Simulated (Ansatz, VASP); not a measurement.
# GeS in VASP and in Ansatz

The input INCAR:

```
SYSTEM = GeS
PREC = Accurate
ENCUT = 500
EDIFF = 1E-6
ISMEAR = 0
SIGMA = 0.1
LREAL = .False.
LASPH = .True.
NELM = 120
ALGO = Normal
ISIF = 2
LWAVE = .False.
LCHARG = .True.
GGA = PE
IVDW = 12
LELF = .True.
LVHAR = .True.
NBANDS = 50
GGA_COMPAT = .False.
```

Contents of KPOINTS:

```
Automatic mesh
0
Gamma
  2 6 4
  0 0 0
```

The input POSCAR:

```
GeS
1.0
   10.4810000000      0.0000000000      0.0000000000
    0.0000000000      3.6460000000      0.0000000000
    0.0000000000      0.0000000000      4.2990000000
Ge S
4 4
Direct
    0.1221000000      0.2500000000      0.1277000000
    0.3779000000      0.7500000000      0.6277000000
    0.6221000000      0.2500000000      0.3723000000
    0.8779000000      0.7500000000      0.8723000000
    0.8495000000      0.2500000000      0.5023000000
    0.6505000000      0.7500000000      0.0023000000
    0.3495000000      0.2500000000      0.9977000000
    0.1505000000      0.7500000000      0.4977000000
```

Input for Ansatz:

```yaml
crystal:
  lattice:
    - [10.481, 0.0, 0.0]
    - [0.0, 3.646, 0.0]
    - [0.0, 0.0, 4.299]
  atoms:
    - { symbol: Ge, position: [0.1221, 0.25, 0.1277] }
    - { symbol: Ge, position: [0.3779, 0.75, 0.6277] }
    - { symbol: Ge, position: [0.6221, 0.25, 0.3723] }
    - { symbol: Ge, position: [0.8779, 0.75, 0.8723] }
    - { symbol: S, position: [0.8495, 0.25, 0.5023] }
    - { symbol: S, position: [0.6505, 0.75, 0.0023] }
    - { symbol: S, position: [0.3495, 0.25, 0.9977] }
    - { symbol: S, position: [0.1505, 0.75, 0.4977] }
basis:
  ecutwfc: 420
kpoints:
  mp_grid: { grid: [2, 6, 4] }
hamiltonian:
  xc: pbe
  dispersion: d3bj
scf:
  occupations: { method: gaussian, width: 0.1 }
output:
  forces: true
  stress: true
  eigenvalues: true
```

Alike in both runs: task single point; functional PBE; dispersion D3(BJ); k mesh 2 × 6 × 4; occupations gaussian, width 0.1 eV; no spin polarisation.

|  | VASP | Ansatz |
| --- | --- | --- |
| version | VASP 6.6.1 | Ansatz 0.2.0 |
| potentials or method | VASP PAW PBE potentials, release 64 (Ge_d, S), cutoff 500 eV | scalar-relativistic, plane waves, PAW |
| valence electrons in the cell | 80 | 80 |

VASP gave:

```
gap on the k mesh at the Fermi level (eV)                     : 1.12
least direct gap on the mesh (eV)                             : 1.12
pressure (GPa)                                                : 2.3
traceless stress, the component that is largest in VASP (GPa) : -0.25
rms of the force components (eV/Å)                            : 0.045
```

What did Ansatz give for the same quantities?

gap on the k mesh at the Fermi level (eV): 1.13; least direct gap on the mesh (eV): 1.13; pressure (GPa): 2.4; traceless stress, the component that is largest in VASP (GPa): -0.28; rms of the force components (eV/Å): 0.043.

Atom by atom the forces differ by 0.002 eV/Å (rms over components). Ansatz's warnings: dispersion switch in reach.
